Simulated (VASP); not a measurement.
Here is a VASP 6.6.1 calculation.

INCAR

```
PREC = Accurate
ENCUT = 520
EDIFF = 1E-6
ISMEAR = 0
SIGMA = 0.024
LREAL = False
LASPH = True
NELM = 100
ALGO = Fast
ISIF = 2
LWAVE = False
LCHARG = False
GGA = PE
NBANDS = 19
```

File KPOINTS:

```
Automatic mesh
0
Gamma
  9 9 5
```

Contents of POSCAR:

```
Zr
1.0
    3.2320000000      0.0000000000      0.0000000000
   -1.6160000000      2.7989941050      0.0000000000
    0.0000000000      0.0000000000      5.1470000000
Zr
2
Direct
    0.6666666667      0.3333333333      0.7500000000
    0.3333333333      0.6666666667      0.2500000000
```

Potentials or basis: VASP PAW PBE potentials, release 64 (Zr_sv).

Launch:

```console
$ cat potpaw_PBE.64/Zr_sv/POTCAR > POTCAR
$ mpirun -np 1 vasp_std > vasp.out
```

Q: What does it give for the pressure?

A: 0.6 GPa.

Q: Predict the band gap on the k mesh.

A: Zero (bands 12 and 13 overlap by 1.12 eV).

Stress tensor (GPa, compression positive):
```
0.23 0.00 0.00
0.00 0.23 0.00
0.00 0.00 1.32
```
